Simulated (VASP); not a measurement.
Here is a VASP 6.6.1 calculation.

POSCAR

```
InGaAs2
1.0
    4.1532821680      0.0000000000      0.0000000000
    0.0000000000      4.1532821680      0.0000000000
    0.0000000000      0.0000000000      5.6261874985
In Ga As
1 1 2
Direct
    0.0000000000      0.0000000000      0.5000000000
    0.5000000000      0.5000000000      0.0000000000
    0.5000000000      0.0000000000      0.7698871174
    0.0000000000      0.5000000000      0.2301128826
```

Contents of INCAR.step1:

```
SYSTEM = InGaAs2
  PREC = Accurate
  ENCUT = 520
  ISMEAR = 0
  SIGMA = 0.03
  LREAL = .False.
  LASPH = .True.
  NELM = 80
  NBANDS = 26
  GGA = PE
  ALGO = Normal
  EDIFF = 1E-4
  LWAVE = .True.
  LCHARG = .False.
```

File INCAR.step2:

```
SYSTEM = InGaAs2
  PREC = Accurate
  ENCUT = 520
  EDIFF = 1E-6
  ISMEAR = 0
  SIGMA = 0.03
  LREAL = .False.
  LASPH = .True.
  NELM = 80
  ALGO = Normal
  ISIF = 2
  LWAVE = .False.
  LCHARG = .True.
  METAGGA = R2SCAN
  LMIXTAU = .True.
  LELF = .True.
  LVHAR = .True.
  NBANDS = 26
  ISTART = 1
```

KPOINTS

```
regular mesh
0
Gamma
  8 8 6
  0 0 0
```

Potentials or basis: VASP PAW PBE potentials, release 64 (In_d, Ga_d, As).

Launch:

```console
$ cat potpaw_PBE.64/In_d/POTCAR potpaw_PBE.64/Ga_d/POTCAR potpaw_PBE.64/As/POTCAR > POTCAR
$ cp INCAR.step1 INCAR
$ mpirun -np 1 vasp_std > vasp.out
$ cp INCAR.step2 INCAR
$ mpirun -np 1 vasp_std > vasp.out
```

Problem. Estimate the band gap on the k mesh.

Solution. 0.61 eV.

Problem. Estimate the largest force.

Solution. 0.079 eV/Å.

Forces on the atoms (eV/Å):
```
In   0.000  0.000  0.000
Ga   0.000  0.000  0.000
As   0.000  0.000  0.079
As   0.000  0.000 -0.079
```

Caveat: the cell differs from its parent crystal (strain +0.000 along x and y, -0.050 along z); the PAW data sets were made with another functional, which shifts forces and pressure a little; spin-orbit coupling is left out, which moves the levels of the heavy elements. A k mesh can miss the band edges.
